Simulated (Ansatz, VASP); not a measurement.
HPt6 in VASP and in Ansatz

INCAR

```
ALGO = Normal ; DIPOL = 0.5 0.5 0.301
EDIFF = 1E-7 ; ENCUT = 520
GGA = PE ; IDIPOL = 3
ISIF = 2 ; ISMEAR = 0
LASPH = T ; LCHARG = F
LDIPOL = T ; LREAL = F
LWAVE = F ; NBANDS = 74
NELM = 60 ; PREC = Accurate
SIGMA = 0.1
```

File KPOINTS:

```
k-points
0
Gamma
  5 5 1
```

POSCAR

```
HPt6
1.0
    5.6143281343      0.0000000000      0.0000000000
    0.0000000000      5.6143281343      0.0000000000
    0.0000000000      0.0000000000     21.8513792319
Pt H
12 2
Direct
    0.2500000000      0.2500000000      0.1830548066
    0.2500000000      0.7500000000      0.1830548066
    0.7500000000      0.2500000000      0.1830548066
    0.7500000000      0.7500000000      0.1830548066
    0.0000000000      0.0000000000      0.2712126041
    0.0000000000      0.5000000000      0.2712126041
    0.5000000000      0.0000000000      0.2712126041
    0.5000000000      0.5000000000      0.2712126041
    0.2500000000      0.2500000000      0.3593081768
    0.2500000000      0.7500000000      0.3593081768
    0.7500000000      0.2500000000      0.3593081768
    0.7500000000      0.7500000000      0.3593081768
   -0.0578876033      0.0000000000      0.4782938011
    0.0578876033      0.0000000000      0.4782938011
```

Input for Ansatz:

```yaml
crystal:
  lattice:
    - [5.6143281343, 0.0, 0.0]
    - [0.0, 5.6143281343, 0.0]
    - [0.0, 0.0, 21.8513792319]
  atoms:
    - { symbol: Pt, position: [0.25, 0.25, 0.1830548066] }
    - { symbol: Pt, position: [0.25, 0.75, 0.1830548066] }
    - { symbol: Pt, position: [0.75, 0.25, 0.1830548066] }
    - { symbol: Pt, position: [0.75, 0.75, 0.1830548066] }
    - { symbol: Pt, position: [0.0, 0.0, 0.2712126041] }
    - { symbol: Pt, position: [0.0, 0.5, 0.2712126041] }
    - { symbol: Pt, position: [0.5, 0.0, 0.2712126041] }
    - { symbol: Pt, position: [0.5, 0.5, 0.2712126041] }
    - { symbol: Pt, position: [0.25, 0.25, 0.3593081768] }
    - { symbol: Pt, position: [0.25, 0.75, 0.3593081768] }
    - { symbol: Pt, position: [0.75, 0.25, 0.3593081768] }
    - { symbol: Pt, position: [0.75, 0.75, 0.3593081768] }
    - { symbol: H, position: [-0.0578876033, 0.0, 0.4782938011] }
    - { symbol: H, position: [0.0578876033, 0.0, 0.4782938011] }
basis:
  ecutwfc: 420
kpoints:
  mp_grid: { grid: [5, 5, 1] }
hamiltonian:
  xc: pbe
  pseudopotentials: { kind: paw, azcp: { folder: soft_1 } }
scf:
  occupations: { method: gaussian, width: 0.1 }
output:
  forces: true
  eigenvalues: true
efield:
  axis: 3
  dipole_correction: true
  ramp_width: 0.04
```

Alike in both runs: task single point; functional PBE; k mesh 5 × 5 × 1; occupations gaussian, width 0.1 eV; no spin polarisation.

```csv
,VASP,Ansatz
version,VASP 6.6.1,Ansatz 0.2.0
potentials or method,"VASP PAW PBE potentials, release 64 (Pt, H), cutoff 520 eV","scalar-relativistic, plane waves, PAW"
valence electrons in the cell,122,218
```

VASP gave:

| Item | Value |
| --- | --- |
| gap on the k mesh at the Fermi level (eV) | none |
| rms of the force components (eV/Å) | 1.082 |

Question: Estimate Ansatz's values.

Answer: gap on the k mesh at the Fermi level (eV): none; rms of the force components (eV/Å): 1.074.

Atom by atom the forces differ by 0.011 eV/Å (rms over components). A gap of «none» marks a metal or a gap that the smearing closes. With one functional, cell and mesh, what is left measures potentials, basis and numerics. VASP's potentials hold 122 valence electrons a cell and Ansatz's 218, so a difference there can come from the potentials and not from the codes.

Spin-orbit coupling is off throughout.
